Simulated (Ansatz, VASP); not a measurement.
# Be3ZnSe4 in VASP and in Ansatz

```
Be Zn Se
1.0
     3.75462    0.03329    0.03701
    -1.84848    3.21135   -0.05818
     0.12257   -0.15177   12.30624
Be Zn Se
3 1 4
Cartesian
  1.8170 1.0919 0.1089
  2.0080 0.8455 6.1240
  0.0565 -0.0992 3.0830
  0.1217 -0.1442 9.4173
  1.7593 0.9682 2.4208
  2.0166 1.0908 8.2926
  0.0243 0.1013 5.3753
  0.2065 -0.0559 11.5938
```

Change from the starting cell: cell x1, atoms moved at random (sigma 0.1 Å) and cell strained at random (1.5 %), then relaxed without symmetry.

Alike in both runs: task relaxation of cell and atoms; functional PBE; k mesh 6 × 6 × 1; occupations gaussian, width 0.1 eV; no spin polarisation.

```csv
,VASP,Ansatz
version,VASP 6.6.1,Ansatz 0.2.0
potentials or method,"VASP PAW PBE potentials, release 64 (Be, Zn, Se), cutoff 600 eV","scalar-relativistic, plane waves, PAW"
valence electrons in the cell,42,82
```

|  | VASP | Ansatz | Ansatz less VASP |
| --- | --- | --- | --- |
| gap on the k mesh at the Fermi level, each at its own relaxed structure (eV) | 2.59 | 2.61 | +0.018 |
| relaxed volume (Å³/atom) | 18.92 | 18.86 | -0.057 |
| relaxed cell length with the largest relative difference (Å) | 12.418 | 12.403 | -0.0153 |

VASP's potentials hold 42 valence electrons a cell and Ansatz's 82, so a difference there can come from the potentials and not from the codes.

The k mesh is coarse, so the values compare programs but aren't converged.
